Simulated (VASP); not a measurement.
The system is ZrGaH4.

```
CELL_PARAMETERS angstrom
3.51064 0.00000 0.00000
0.00000 3.51064 0.00000
0.00000 0.00000 4.43238
ATOMIC_POSITIONS crystal
Zr 0.50000 0.50000 0.50000
Ga 0.00000 0.00000 0.00000
H 0.50000 0.00000 0.25573
H 0.00000 0.50000 0.74427
H 0.50000 0.00000 0.74427
H 0.00000 0.50000 0.25573
```

```yaml
Program: VASP 6.6.1
Task: relaxation of cell and atoms
Functional: PBE
Potentials_or_basis: VASP PAW PBE potentials, release 64 (Zr_sv, Ga_d, H)
Cutoff: 600 eV
k_mesh: 10 × 10 × 8
Occupations: gaussian, width 0.1 eV
Spin: no spin polarisation
```

At the start: pressure -0.4 GPa; volume 9.10 Å³/atom.

Problem. Where does the relaxation end?

Solution. Over 9 steps the energy falls by 5.0 meV/atom and the volume is 8.85 Å³/atom (-2.8 %); space group P4/mmm (No. 123, to 0.05 Å).

The path:
| step | energy change (eV) | largest force (eV/Å) | pressure (GPa) | volume (Å³) |
| --- | --- | --- | --- | --- |
| 1 | 0.0000 | 0.0245 | -0.45 | 54.63 |
| 2 | -0.0065 | 0.0323 | -0.38 | 54.42 |
| 3 | -0.0223 | 0.0502 | -0.17 | 53.80 |
| 4 | -0.0219 | 0.0488 | 0.65 | 52.50 |
| 5 | -0.0287 | 0.0561 | 0.13 | 53.19 |
| 6 | -0.0287 | 0.0559 | 0.22 | 53.14 |
| 7 | -0.0295 | 0.0211 | -0.28 | 53.29 |
| 8 | -0.0295 | 0.0188 | -0.33 | 53.30 |
| 9 | -0.0301 | 0.0004 | -0.01 | 53.08 |

Final structure:
```cif
data_structure
_symmetry_space_group_name_H-M 'P 1'
_symmetry_Int_Tables_number 1
_cell_length_a 3.5510
_cell_length_b 3.5510
_cell_length_c 4.2093
_cell_angle_alpha 90.000
_cell_angle_beta 90.000
_cell_angle_gamma 90.000
_cell_volume 53.08
loop_
_atom_site_label
_atom_site_type_symbol
_atom_site_fract_x
_atom_site_fract_y
_atom_site_fract_z
_atom_site_occupancy
Zr1 Zr 0.50000 0.50000 0.50000 1
Ga1 Ga 0.00000 0.00000 0.00000 1
H1 H 0.50000 0.00000 0.25089 1
H2 H 0.00000 0.50000 0.74911 1
H3 H 0.50000 0.00000 0.74911 1
H4 H 0.00000 0.50000 0.25089 1
```
